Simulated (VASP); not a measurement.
# Zr4W (Pm-3m) in VASP: notebook

The runs below take Zr4W through single point, relaxation of cell and atoms, with PBE.

All numbers are computed with VASP 6.6.1; they aren't measurements. Logs are shortened: lines on timing, memory, paths and dates and some standing lists are left out, and cuts for length are marked.

### Step 1. The cell of the first run

It takes space group Pm-3m (No. 221, cubic). Conventional cell: a = 4.372 Å, b = 4.372 Å, c = 4.372 Å, α = 90.00°, β = 90.00°, γ = 90.00°. Within 2.9 Å of Zr (site symmetry 4/mmm) lie 2 Zr at 2.19 Å. Within 2.9 Å of Zr (site symmetry m-3m) lie 6 Zr at 2.19 Å. Within 4.1 Å of W (site symmetry m-3m) lie 20 Zr at 3.09 to 3.79 Å.

The cell was built from a structure type or drawn by symmetry, and may not be a known phase.

### Step 2. Single point, PBE

INCAR reads:

```
  ALGO = Normal
  EDIFF = 1E-7
  ENCUT = 520
  GGA = PE
  ISIF = 2
  ISMEAR = 0
  LASPH = T
  LCHARG = F
  LREAL = F
  LWAVE = F
  NBANDS = 39
  NELM = 100
  PREC = Accurate
  SIGMA = 0.1
```

KPOINTS reads:

```
k-points
0
Gamma
  4 4 4
```

POSCAR reads:

```
Zr4W
1.0
    4.3718290000      0.0000000000      0.0000000000
    0.0000000000      4.3718290000      0.0000000000
    0.0000000000      0.0000000000      4.3718290000
Zr W
4 1
Direct
    0.5000000000      0.0000000000      0.0000000000
    0.0000000000      0.5000000000      0.0000000000
    0.0000000000      0.0000000000      0.5000000000
    0.0000000000      0.0000000000      0.0000000000
    0.5000000000      0.5000000000      0.5000000000
```

Potentials or basis: VASP PAW PBE potentials, release 64 (Zr_sv, W_sv).

On the command line:

```
$ cat potpaw_PBE.64/Zr_sv/POTCAR potpaw_PBE.64/W_sv/POTCAR > POTCAR
$ mpirun -np 1 vasp_std > vasp.out
```

OUTCAR:

```text
EDIFF = 1E-7
   ENCUT = 520
   GGA = PE
   ISIF = 2
   ISMEAR = 0
   LASPH = T
   LREAL = F
   NELM = 100
   PREC = Accurate

 ion  position               nearest neighbor table
   1  0.500  0.000  0.000-   4 2.19   4 2.19   2 3.09   5 3.09   3 3.09   5 3.09   2 3.09   5 3.09
                             5 3.09   2 3.09   3 3.09   3 3.09   3 3.09   2 3.09
   2  0.000  0.500  0.000-   4 2.19   4 2.19   1 3.09   5 3.09   3 3.09   5 3.09   1 3.09   3 3.09
                             3 3.09   3 3.09   1 3.09   5 3.09   5 3.09   1 3.09
   3  0.000  0.000  0.500-   4 2.19   4 2.19   1 3.09   5 3.09   1 3.09   2 3.09   2 3.09   2 3.09
                             5 3.09   2 3.09   1 3.09   5 3.09   1 3.09   5 3.09
   4  0.000  0.000  0.000-   1 2.19   2 2.19   3 2.19   3 2.19   2 2.19   1 2.19
   5  0.500  0.500  0.500-   1 3.09   2 3.09   3 3.09   1 3.09   2 3.09   1 3.09   3 3.09   1 3.09
                             2 3.09   3 3.09   2 3.09   3 3.09

  LATTYP: Found a simple cubic cell.
 ALAT       =     4.3718290000

  Lattice vectors:

 A1 = (   4.3718290000,   0.0000000000,   0.0000000000)
 A2 = (   0.0000000000,   4.3718290000,   0.0000000000)
 A3 = (   0.0000000000,   0.0000000000,   4.3718290000)

Analysis of symmetry for initial positions (statically):
=====================================================================
 Subroutine PRICEL returns:
 Original cell was already a primitive cell.

 Routine SETGRP: Setting up the symmetry group for a
 simple cubic supercell.

 Subroutine GETGRP returns: Found 48 space group operations
 (whereof 48 operations were pure point group operations)
 out of a pool of 48 trial point group operations.

The static configuration has the point symmetry O_h .

Analysis of symmetry for dynamics (positions and initial velocities):
=====================================================================
 Subroutine PRICEL returns:
 Original cell was already a primitive cell.

 Routine SETGRP: Setting up the symmetry group for a
 simple cubic supercell.

 Subroutine GETGRP returns: Found 48 space group operations
 (whereof 48 operations were pure point group operations)
 out of a pool of 48 trial point group operations.

The dynamic configuration has the point symmetry O_h .

 Subroutine INISYM returns: Found 48 space group operations
 (whereof 48 operations are pure point group operations),
 and found     1 'primitive' translations

----------------------------------------------------------------------------------------

                                     Primitive cell

  volume of cell :      83.5583

  direct lattice vectors                    reciprocal lattice vectors
     4.371829000  0.000000000  0.000000000     0.228737217  0.000000000  0.000000000
     0.000000000  4.371829000  0.000000000     0.000000000  0.228737217  0.000000000
     0.000000000  0.000000000  4.371829000     0.000000000  0.000000000  0.228737217

  length of vectors
     4.371829000  4.371829000  4.371829000     0.228737217  0.228737217  0.228737217

  position of ions in fractional coordinates (direct lattice)
     0.500000000  0.000000000  0.000000000
     0.000000000  0.500000000  0.000000000
     0.000000000  0.000000000  0.500000000
     0.000000000  0.000000000  0.000000000
     0.500000000  0.500000000  0.500000000

  ion indices of the primitive-cell ions
   primitive index   ion index
                 1           1
                 2           2
                 3           3
                 4           4
                 5           5

----------------------------------------------------------------------------------------

 KPOINTS: k-points

Automatic generation of k-mesh.
 Grid dimensions read from file:
 generate k-points for:    4    4    4

 Generating k-lattice:

  Cartesian coordinates                     Fractional coordinates (reciprocal lattice)
     0.057184304  0.000000000  0.000000000     0.250000000  0.000000000  0.000000000
     0.000000000  0.057184304  0.000000000     0.000000000  0.250000000  0.000000000
     0.000000000  0.000000000  0.057184304     0.000000000  0.000000000  0.250000000

  Length of vectors
     0.057184304  0.057184304  0.057184304

  Shift w.r.t. Gamma in fractional coordinates (k-lattice)
     0.000000000  0.000000000  0.000000000

 Subroutine IBZKPT returns following result:
 ===========================================

 Found     10 irreducible k-points:

 Following reciprocal coordinates:
            Coordinates               Weight
  0.000000  0.000000  0.000000      1.000000
  0.250000  0.000000  0.000000      6.000000
  0.500000  0.000000  0.000000      3.000000
  0.250000  0.250000  0.000000     12.000000
  0.500000  0.250000  0.000000     12.000000
  0.500000  0.500000  0.000000      3.000000
  0.250000  0.250000  0.250000      8.000000
  0.500000  0.250000  0.250000     12.000000
  0.500000  0.500000  0.250000      6.000000
  0.500000  0.500000  0.500000      1.000000
   k-points           NKPTS =     10   k-points in BZ     NKDIM =     10   number of bands    NBANDS=     39
   number of dos      NEDOS =    301   number of ions     NIONS =      5
   total plane-waves  NPLWV =  46656
   dimension x,y,z NGX =    36 NGY =   36 NGZ =   36
   dimension x,y,z NGXF=    72 NGYF=   72 NGZF=   72
   ions per type =               4   1
   NGX,Y,Z   is equivalent  to a cutoff of  13.69, 13.69, 13.69 a.u.
   NGXF,Y,Z  is equivalent  to a cutoff of  27.38, 27.38, 27.38 a.u.
 SYSTEM =  unknown system
   PREC   = accura    normal or accurate (medium, high low for compatibility)
   ISTART =      0    job   : 0-new  1-cont  2-samecut
   ICHARG =      2    charge: 1-file 2-atom 10-const
   ISPIN  =      1    spin polarized calculation?
   LNONCOLLINEAR =      F non collinear calculations
   LSORBIT =      F    spin-orbit coupling
   LASPH  =      T    aspherical Exc in radial PAW
   ENCUT  =  520.0 eV  38.22 Ry    6.18 a.u.   8.13  8.13  8.13*2*pi/ulx,y,z
   NELM   =    100;   NELMIN=  2; NELMDL= -5     # of ELM steps
   EDIFF  = 0.1E-06   stopping-criterion for ELM
   LREAL  =      F    real-space projection
   EDIFFG = 0.1E-05   stopping-criterion for IOM
   NSW    =      0    number of steps for IOM
   IBRION =     -1    ionic relax: 0-MD 1-quasi-New 2-CG
   NFREE  =      0    steps in history (QN), initial steepest desc. (CG)
   ISIF   =      2    stress and relaxation
   ISYM   =      2    0-nonsym 1-usesym 2-fastsym
   POTIM  = 0.5000    time-step for ionic-motion
   TEBEG  =    0.0;   TEEND  =   0.0 temperature during run
   PSTRESS=    0.0 pullay stress
   NELECT =      62.0000    total number of electrons
   NUPDOWN=      -1.0000    fix difference up-down
   EMIN   =  10.00;   EMAX   =-10.00  energy-range for DOS
   EFERMI =   0.00;   METHOD = LEGACY
   ISMEAR =     0;   SIGMA  =   0.10  broadening in eV -4-tet -1-fermi 0-gaus
   EFERMI_NEDOS =   21; number of points for ismear=-14 and -15
   IALGO  =     38    algorithm
   IMIX   =      4    mixing-type and parameters
     AMIX     =   0.40;   BMIX     =  1.00
     AMIX_MAG =   1.60;   BMIX_MAG =  1.00
  volume/ion in A,a.u.               =      16.71       112.78
  Fermi-wavevector in a.u.,A,eV,Ry     =   1.482093  2.800750 29.886567  2.196601
  Thomas-Fermi vector in A             =   2.595922
   LORBIT       =      0    0 simple, 1 ext, 2 COOP (PROOUT), +10 PAW based schemes
   GGA     = PE    functional components
   LHFCALC =     F    Hartree Fock is set to
   AEXX    =    0.0000 exact exchange contribution
   IVDW    =     0    specifies the selected vdW correction
   LEPSILON=     F    determine dielectric tensor
   LRPA    =     F    only Hartree local field effects (RPA)
 non-spin polarized calculation
 Gauss-broadening in eV      SIGMA  =   0.10
  energy-cutoff  :      520.00
  volume of cell :       83.56
 maximum number of plane-waves:      2301
 NGX is ok and might be reduce to    36
   NGX = 17   NGY = 17   NGZ = 17

 number of electron      61.9999999 magnetization

 Free energy of the ion-electron system (eV)
  ---------------------------------------------------
  ext. energy  EPLUGINS =         0.00000000
  ---------------------------------------------------
  free energy    TOTEN  =       -32.41745109 eV

  energy without entropy =      -32.37861945  energy(sigma->0) =      -32.39803527

 E-fermi :  12.1135     XC(G=0): -12.6429

 val. band max:       12.0415757877   @ k =   0.5000   0.5000   0.2500
 cond. band min:      12.1378791630   @ k =   0.5000   0.2500   0.2500
 fundamental gap:      0.0963033754
 Fermi energy:        12.1135066457

 k-point     1 :       0.0000    0.0000    0.0000
  band No.  band energies     occupation
      1     -61.4814      2.00000
      2     -37.7776      2.00000
      3     -36.0232      2.00000
      4     -36.0232      2.00000
      5     -34.3181      2.00000
      6     -25.6705      2.00000
[... 31 lines left out ...]
     38      17.6875      0.00000
     39      17.8055      0.00000

 k-point     2 :       0.2500    0.0000    0.0000
  band No.  band energies     occupation
      1     -61.4813      2.00000
      2     -37.6487      2.00000
      3     -36.0821      2.00000
      4     -36.0228      2.00000
      5     -34.4979      2.00000
      6     -25.6696      2.00000
[... 31 lines left out ...]
     38      16.1598      0.00000
     39      16.1598      0.00000

 k-point     3 :       0.5000    0.0000    0.0000
  band No.  band energies     occupation
      1     -61.4813      2.00000
      2     -37.4937      2.00000
      3     -36.1684      2.00000
      4     -36.0224      2.00000
      5     -34.6725      2.00000
      6     -25.6688      2.00000
[... 244 lines left out ...]
 k-point     9 :       0.5000    0.5000    0.2500
  band No.  band energies     occupation
      1     -61.4812      2.00000
      2     -36.8722      2.00000
      3     -36.1671      2.00000
      4     -36.1671      2.00000
      5     -35.4699      2.00000
      6     -25.6741      2.00000
[... 31 lines left out ...]
     38      15.9386      0.00000
     39      16.6771      0.00000

 k-point    10 :       0.5000    0.5000    0.5000
  band No.  band energies     occupation
      1     -61.4813      2.00000
      2     -36.2802      2.00000
      3     -36.1664      2.00000
      4     -36.1664      2.00000
      5     -36.1664      2.00000
      6     -25.6759      2.00000
[... 31 lines left out ...]
     38      15.0119      0.00000
     39      16.9105      0.00000

------------------------ aborting loop because EDIFF is reached ----------------------------------------

  FORCE on cell =-STRESS in cart. coord.  units (eV):
  Direction    XX          YY          ZZ          XY          YZ          ZX
  --------------------------------------------------------------------------------------
  -------------------------------------------------------------------------------------
  Total       35.8897596     35.8897596     35.8897596      0.0000000      0.0000000      0.0000000
  in kB      688.1634976    688.1634976    688.1634976      0.0000000      0.0000000      0.0000000
  external PRESSURE =     688.1634976 kB  Pullay stress =       0.0000000 kB

 VOLUME and BASIS-vectors are now :
 -----------------------------------------------------------------------------
  energy-cutoff  :      520.00
  volume of cell :       83.56
      direct lattice vectors                 reciprocal lattice vectors
     4.371829000  0.000000000  0.000000000     0.228737217  0.000000000  0.000000000
     0.000000000  4.371829000  0.000000000     0.000000000  0.228737217  0.000000000
     0.000000000  0.000000000  4.371829000     0.000000000  0.000000000  0.228737217

 POSITION                                       TOTAL-FORCE (eV/Angst)
 -----------------------------------------------------------------------------------
      2.18591      0.00000      0.00000         0.000000      0.000000      0.000000
      0.00000      2.18591      0.00000         0.000000      0.000000      0.000000
      0.00000      0.00000      2.18591         0.000000      0.000000      0.000000
      0.00000      0.00000      0.00000         0.000000      0.000000      0.000000
      2.18591      2.18591      2.18591         0.000000      0.000000      0.000000
 -----------------------------------------------------------------------------------
    total drift:                                0.000000      0.000000     -0.000000

  FREE ENERGIE OF THE ION-ELECTRON SYSTEM (eV)
  ---------------------------------------------------
  free  energy   TOTEN  =       -32.4174510893 eV

  energy  without entropy=      -32.3786194494  energy(sigma->0) =      -32.39803527
```

Run time: 74 s. Hardware: 1 thread of Intel Xeon 8259CL, shared host; peak memory 0.21 GiB.

Results:

```
Free energy            : -32.4175 eV
Pressure               : 68.8 GPa
Band gap on the k mesh : zero (bands 31 and 32 overlap by 0.45 eV)
```

Levels at points of the mesh, in eV from the Fermi level:
| k point | band 29 | band 30 | band 31 | band 32 | band 33 | band 34 |
| --- | --- | --- | --- | --- | --- | --- |
| (0.00, 0.00, 0.00) | -0.80 | -0.80 | -0.80 | 0.42 | 3.28 | 3.28 |
| (0.50, 0.00, 0.00) | -1.04 | -1.04 | -1.00 | 0.35 | 0.91 | 1.62 |
| (0.50, 0.50, 0.00) | -0.98 | -0.40 | -0.24 | -0.24 | 0.61 | 0.61 |
| (0.50, 0.50, 0.50) | -0.08 | 0.06 | 0.06 | 0.06 | 2.12 | 2.12 |

Caveat: the cell stands under pressure; spin-orbit coupling is left out, which moves the levels of the heavy elements.

(Continued in part 2 of 2.)
